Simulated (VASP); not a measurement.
BN: single point with PBE

BN:

```xyz
2
Lattice="0.0000 1.7365 1.7365 1.7365 0.0000 1.7365 1.7365 1.7365 0.0000" Properties=species:S:1:pos:R:3 pbc="T T T"
B     0.0000    0.0000    0.0000
N     2.6047    2.6047    2.6047
```

```json
{"Program": "VASP 6.6.1", "Task": "single point", "Functional": "PBE", "Potentials or basis": "VASP PAW PBE potentials, release 64 (B, N)", "Cutoff": "600 eV", "k mesh": "12 × 12 × 12", "Occupations": "gaussian, width 0.05 eV", "Spin": "no spin polarisation", "Dipole correction": "no", "Further INCAR settings": "ALGO = Normal; EDIFF = 1e-06; NBANDS = 11"}
```

- Pressure: 60.6 GPa
- Band gap on the k mesh: 4.58 eV (least direct gap 9.39 eV)

Levels at points of the mesh, in eV from the valence-band top:
```csv
k point,band 2,band 3,band 4,band 5,band 6,band 7
"(0.00, 0.00, 0.00)",0.00,0.00,0.00,9.39,9.39,9.39
"(0.50, 0.00, 0.00)",-11.85,-2.18,-2.18,11.37,11.37,11.77
"(0.50, 0.50, 0.00)",-9.74,-5.53,-5.53,4.58,9.90,19.84
```

It took 4.2 s on 1 thread of Intel(R) Xeon(R) 6975P-C (Granite Rapids) (shared host), peak memory 0.12 GiB.

Caveat: the cell stands under pressure. A k mesh can miss the band edges.
